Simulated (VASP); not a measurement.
# TiAl: single point with PBEsol

TiAl:

```xyz
2
Lattice="2.8900 0.0000 0.0000 -1.4450 2.5028 0.0000 0.0000 0.0000 4.4344" Properties=species:S:1:pos:R:3 pbc="T T T"
Ti    0.0000    0.0000   -0.1422
Al    0.0000    1.6685    2.3594
```

This cell differs from its parent crystal: strained and its atoms moved.

| Property | Result |
| --- | --- |
| Program | VASP 6.6.1 |
| Task | single point |
| Functional | PBEsol |
| Potentials or basis | VASP PAW PBE potentials, release 64 (Ti_sv, Al) |
| Cutoff | 520 eV |
| k mesh | 15 × 15 × 8 |
| Occupations | gaussian, width 0.1 eV |
| Spin | no spin polarisation |
| Dipole correction | no |
| Further INCAR settings | ALGO = Normal; EDIFF = 1e-06; NBANDS = 14 |

The pressure is 7.0 GPa and the largest force is 2.756 eV/Å.

Forces in eV/Å, atoms in the order of the input:
```
Ti   0.000  0.000  2.756
Al   0.000  0.000 -2.756
```

Stress tensor (GPa, compression positive):
```
 3.06  0.00  0.00
 0.00  3.06  0.00
 0.00  0.00 14.76
```

Levels at points of the mesh, in eV from the Fermi level:
```
           k point  band 6  band 7  band 8  band 9  band 10  band 11
(0.00, 0.00, 0.00)   -2.29   -1.02    1.20    1.20     2.63     2.63
(0.00, 0.00, 0.50)   -5.15   -0.10    1.22    1.22     2.51     2.51
```

Wall time 88 s on 1 thread of AMD EPYC 9R45 (Zen 5) (shared host), peak memory 0.19 GiB.

Caveat: the cell differs from its parent crystal (strained and its atoms moved); the PAW data sets were made with another functional, which shifts forces and pressure a little.
